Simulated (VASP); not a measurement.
# Ce: single point with BLYP

Crystal: Ce.

```
CELL_PARAMETERS angstrom
0.00000 2.46298 2.46298
2.46298 0.00000 2.46298
2.46298 2.46298 0.00000
ATOMIC_POSITIONS crystal
Ce 0.00000 0.00000 0.00000
```

```
Program                : VASP 6.6.1
Task                   : single point
Functional             : BLYP
Potentials or basis    : VASP PAW PBE potentials, release 64 (Ce)
Cutoff                 : 520 eV
k mesh                 : 15 × 15 × 15
Occupations            : fermi-dirac, width 0.05 eV
Spin                   : collinear spin, ferromagnetic start
Starting moments       : [1.0] μB
Dipole correction      : no
Further INCAR settings : ALGO = Normal; EDIFF = 1e-06; NBANDS = 16
```

| Property | Result |
| --- | --- |
| Pressure | -0.3 GPa |
| Band gap on the k mesh | zero (filled and empty bands overlap) |
| Net moment | 0.00 μB per cell |
| Valence electrons inside the program's atomic spheres | Ce 9.84 |

Levels at points of the mesh, in eV from the Fermi level:
Spin up:
| k point | band 3 | band 4 | band 5 | band 6 | band 7 | band 8 | band 9 | band 10 |
| --- | --- | --- | --- | --- | --- | --- | --- | --- |
| (0.00, 0.00, 0.00) | -16.35 | -16.35 | -2.95 | -0.15 | 0.32 | 0.32 | 0.32 | 0.97 |
Spin down:
| k point | band 4 | band 5 | band 6 | band 7 | band 8 | band 9 |
| --- | --- | --- | --- | --- | --- | --- |
| (0.00, 0.00, 0.00) | -16.35 | -2.95 | -0.15 | 0.32 | 0.32 | 0.32 |

Wall time 4.2 min on 1 thread of Oxide Virtual Turin-like Processor, with other jobs on the host, peak memory 0.22 GiB.

Caveat: the magnetic or orbital state may not be the lowest; the moments typed at the start vanished in this run; the PAW data sets were made with another functional, which shifts forces and pressure a little; spin-orbit coupling is left out, which moves the levels of the heavy elements; semilocal functionals describe open f shells poorly, which spoils levels, moments and volumes. The state reached can hang on the start; a lower one may exist.
